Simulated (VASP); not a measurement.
YAs2:

```
Y As
1.0
     6.08660    0.00000    0.00000
     0.00000    6.08660    0.00000
     0.00000    0.00000    3.92039
Y As
2 4
Direct
  0.00000 0.00000 0.00000
  0.50000 0.50000 0.50000
  0.30600 0.30600 0.00000
  0.19400 0.80600 0.50000
  0.69400 0.69400 0.00000
  0.80600 0.19400 0.50000
```

| Quantity | Value |
| --- | --- |
| Program | VASP 6.6.1 |
| Task | relaxation of cell and atoms |
| Functional | PBE |
| Potentials or basis | VASP PAW PBE potentials, release 64 (Y_sv, As) |
| Cutoff | 600 eV |
| k mesh | 4 × 4 × 4 |
| Occupations | gaussian, width 0.1 eV |
| Spin | no spin polarisation |

At the start: pressure 19.4 GPa; volume 24.21 Å³/atom.

Problem. Where does the relaxation end?

Solution. Over 11 steps the energy falls by 411.2 meV/atom and the volume is 31.43 Å³/atom (+29.8 %); space group P4_2/mnm (No. 136, to 0.1 Å) before and after.

The path:
| step | energy change (eV) | largest force (eV/Å) | pressure (GPa) | volume (Å³) |
| --- | --- | --- | --- | --- |
| 1 | 0.0000 | 1.3563 | 19.41 | 145.24 |
| 2 | -1.8080 | 0.0664 | -4.54 | 215.85 |
| 3 | -2.2720 | 0.1813 | 0.07 | 188.05 |
| 4 | -2.2717 | 0.1689 | -0.14 | 188.98 |
| 5 | -2.2930 | 0.2026 | -0.20 | 189.37 |
| 6 | -2.3471 | 0.2823 | -0.34 | 190.39 |
| 7 | -2.4338 | 0.3228 | -0.68 | 191.83 |
| 8 | -2.4551 | 0.2182 | -0.28 | 189.76 |
| 9 | -2.4624 | 0.1048 | 0.14 | 187.72 |
| 10 | -2.4668 | 0.0264 | -0.02 | 188.29 |
| 11 | -2.4673 | 0.0136 | -0.10 | 188.58 |

Final structure:
```
CELL_PARAMETERS angstrom
6.88772 0.00000 0.00000
0.00000 6.88772 0.00000
0.00000 0.00000 3.97509
ATOMIC_POSITIONS crystal
Y 0.00000 0.00000 0.00000
Y 0.50000 0.50000 0.50000
As 0.28729 0.28729 0.00000
As 0.21271 0.78729 0.50000
As 0.71271 0.71271 0.00000
As 0.78729 0.21271 0.50000
```

Caveat: the k points lie up to 0.40 Å⁻¹ apart in the final cell, too coarse for converged energies and pressures of a metal; the volume moved by over 15 % at a fixed basis, so the end points are rough.
